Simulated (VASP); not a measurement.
# CdS (P6_3mc) in VASP: further runs, part 2 of 2

VASP 6.6.1. The steps go on from the part before.

## Step 4: Single point, r2SCAN

Contents of POSCAR:

```
CdS
1.0
    4.1646012827      0.0000000000      0.0000000000
   -2.0823006414      3.6066505075      0.0000000000
    0.0000000000      0.0000000000      6.7660104900
Cd S
2 2
Direct
    0.3333333333      0.6666666667     -0.0009631164
    0.6666666667      0.3333333333      0.4990368836
    0.3333333333      0.6666666667      0.3759631164
    0.6666666667      0.3333333333      0.8759631164
```

Contents of INCAR.step1:

```
SYSTEM = CdS
PREC = Accurate
ENCUT = 520
ISMEAR = 0
SIGMA = 0.01
LREAL = .False.
LASPH = .True.
NELM = 80
NBANDS = 26
GGA = PE
ALGO = Normal
EDIFF = 1E-4
LWAVE = .True.
LCHARG = .False.
```

Contents of INCAR.step2:

```
SYSTEM = CdS
PREC = Accurate
ENCUT = 520
EDIFF = 1E-6
ISMEAR = 0
SIGMA = 0.01
LREAL = .False.
LASPH = .True.
NELM = 80
ALGO = Normal
ISIF = 2
LWAVE = .False.
LCHARG = .False.
METAGGA = R2SCAN
LMIXTAU = .True.
NBANDS = 26
ISTART = 1
```

Contents of KPOINTS:

```
regular mesh
0
Gamma
  6 6 2
  0 0 0
```

Potentials or basis: VASP PAW PBE potentials, release 64 (Cd, S).

On the command line:

```sh
$ cat potpaw_PBE.64/Cd/POTCAR potpaw_PBE.64/S/POTCAR > POTCAR
$ cp INCAR.step1 INCAR
$ mpirun -np 1 vasp_std > vasp.out
$ cp INCAR.step2 INCAR
$ mpirun -np 1 vasp_std > vasp.out
```

OUTCAR:

```text
SYSTEM = CdS
   PREC = Accurate
   ENCUT = 520
   EDIFF = 1E-6
   ISMEAR = 0
   LREAL = .False.
   LASPH = .True.
   NELM = 80
   ISIF = 2
   METAGGA = R2SCAN
   ISTART = 1

 ion  position               nearest neighbor table
   1  0.333  0.667  0.999-   4 2.54   4 2.54   4 2.54   3 2.55
   2  0.667  0.333  0.499-   3 2.54   3 2.54   3 2.54   4 2.55
   3  0.333  0.667  0.376-   2 2.54   2 2.54   2 2.54   1 2.55
   4  0.667  0.333  0.876-   1 2.54   1 2.54   1 2.54   2 2.55

  LATTYP: Found a hexagonal cell.
 ALAT       =     4.1646012827
 C/A-ratio  =     1.6246478428

  Lattice vectors:

 A1 = (   4.1646012827,   0.0000000000,   0.0000000000)
 A2 = (  -2.0823006414,   3.6066505075,   0.0000000000)
 A3 = (   0.0000000000,   0.0000000000,   6.7660104900)

Analysis of symmetry for initial positions (statically):
=====================================================================
 Subroutine PRICEL returns:
 Original cell was already a primitive cell.

 Routine SETGRP: Setting up the symmetry group for a
 hexagonal supercell.

 Subroutine GETGRP returns: Found 12 space group operations
 (whereof  6 operations were pure point group operations)
 out of a pool of 24 trial point group operations.

[... 159 lines left out ...]

 val. band max:        0.8438971959   @ k =   0.0000   0.0000   0.0000
 cond. band min:       2.4708653202   @ k =   0.0000   0.0000   0.0000
 fundamental gap:      1.6269681243
 Fermi energy:         0.9002341513

 k-point     1 :       0.0000    0.0000    0.0000
  band No.  band energies     occupation
      1     -11.8841      2.00000
      2     -11.4703      2.00000
      3      -7.0162      2.00000
      4      -7.0117      2.00000
      5      -7.0117      2.00000
      6      -6.9254      2.00000
[... 395 lines left out ...]
     25      10.6106      0.00000
     26      10.6106      0.00000

------------------------ aborting loop because EDIFF is reached ----------------------------------------

  FORCE on cell =-STRESS in cart. coord.  units (eV):
  Direction    XX          YY          ZZ          XY          YZ          ZX
  --------------------------------------------------------------------------------------
  -------------------------------------------------------------------------------------
  Total        0.1771442      0.1771442      0.1739672     -0.0000000      0.0000000     -0.0000000
  in kB        2.7927205      2.7927205      2.7426342     -0.0000000      0.0000000     -0.0000000
  external PRESSURE =       2.7760251 kB  Pullay stress =       0.0000000 kB

 VOLUME and BASIS-vectors are now :
 -----------------------------------------------------------------------------
  energy-cutoff  :      520.00
  volume of cell :      101.63
      direct lattice vectors                 reciprocal lattice vectors
     4.164601283  0.000000000  0.000000000     0.240119025  0.138632784  0.000000000
    -2.082300641  3.606650507  0.000000000     0.000000000  0.277265568  0.000000000
     0.000000000  0.000000000  6.766010490     0.000000000  0.000000000  0.147797583

 POSITION                                       TOTAL-FORCE (eV/Angst)
 -----------------------------------------------------------------------------------
     -0.00000      2.40443      6.75949        -0.000000      0.000000      0.000136
      2.08230      1.20222      3.37649         0.000000      0.000000      0.000136
     -0.00000      2.40443      2.54377        -0.000000      0.000000     -0.000136
      2.08230      1.20222      5.92678        -0.000000      0.000000     -0.000136
 -----------------------------------------------------------------------------------
    total drift:                               -0.000000     -0.000000     -0.007726

  FREE ENERGIE OF THE ION-ELECTRON SYSTEM (eV)
  ---------------------------------------------------
  free  energy   TOTEN  =       -59.3801700291 eV

  energy  without entropy=      -59.3801700291  energy(sigma->0) =      -59.38017003
```

OUTCAR.step1:

```text
SYSTEM = CdS
   PREC = Accurate
   ENCUT = 520
   ISMEAR = 0
   LREAL = .False.
   LASPH = .True.
   NELM = 80
[... 624 lines left out ...]
      2.08230      1.20222      3.37649        -0.000000      0.000000      0.003414
     -0.00000      2.40443      2.54377         0.000000     -0.000000     -0.003414
      2.08230      1.20222      5.92678        -0.000000      0.000000     -0.003414
 -----------------------------------------------------------------------------------
    total drift:                               -0.000000     -0.000000     -0.001350

  FREE ENERGIE OF THE ION-ELECTRON SYSTEM (eV)
  ---------------------------------------------------
  free  energy   TOTEN  =       -12.2804428476 eV

  energy  without entropy=      -12.2804428476  energy(sigma->0) =      -12.28044285
```

OSZICAR.step1:

```text
N       E                     dE             d eps       ncg     rms          rms(c)
DAV:   1     0.245225988461E+03    0.24523E+03   -0.17259E+04   728   0.126E+03
DAV:   2     0.174073423880E+00   -0.24505E+03   -0.23738E+03   790   0.318E+02
DAV:   3    -0.132287416794E+02   -0.13403E+02   -0.13313E+02   864   0.744E+01
DAV:   4    -0.133716210789E+02   -0.14288E+00   -0.14273E+00   854   0.723E+00
DAV:   5    -0.133737485102E+02   -0.21274E-02   -0.21274E-02   868   0.890E-01    0.109E+01
DAV:   6    -0.123033865926E+02    0.10704E+01   -0.19254E+00   960   0.140E+01    0.866E+00
DAV:   7    -0.122836900860E+02    0.19697E-01   -0.69948E-01   756   0.444E+00    0.397E+00
DAV:   8    -0.122812927259E+02    0.23974E-02   -0.81130E-02   788   0.281E+00    0.520E-01
DAV:   9    -0.122800470323E+02    0.12457E-02   -0.13689E-02   782   0.143E+00    0.148E-01
DAV:  10    -0.122802859470E+02   -0.23891E-03   -0.11690E-03   782   0.334E-01    0.115E-01
DAV:  11    -0.122804510060E+02   -0.16506E-03   -0.28573E-04   694   0.120E-01    0.691E-02
DAV:  12    -0.122804428476E+02    0.81584E-05   -0.12417E-04   542   0.901E-02
   1 F= -.12280443E+02 E0= -.12280443E+02  d E =-.187367E-32
```

Run time: 99 s. Hardware: 1 thread of Intel Xeon 6975P-C, shared host; peak memory 0.24 GiB.

Results:

```
Free energy            : -59.3802 eV
Pressure               : 0.3 GPa
Band gap on the k mesh : 1.63 eV, direct
```

Caveat: the k points lie up to 0.46 Å⁻¹ apart; the PAW data sets were made with another functional, which shifts forces and pressure a little. r2SCAN opens gaps a little over a GGA but as a rule still falls short of measured ones.

## Step 5: Overview

```tsv
level	k mesh	gap on the mesh (eV)	pressure (GPa)
PBE	6 × 6 × 2	1.17	1.7
PBE	6 × 6 × 4	1.17	1.7
r2SCAN	6 × 6 × 2	1.63	0.3
```

Alike in all rows: task single point; potentials or basis VASP PAW PBE potentials, release 64 (Cd, S); no spin polarisation; cell as given; cutoff (eV) 520; smearing gaussian 0.01 eV.

Caveats: some runs use coarse meshes; the PAW data sets were made with another functional, which shifts forces and pressure a little (some runs).

Total energies depend on the potentials used, so only differences within one code and one set of settings carry meaning.
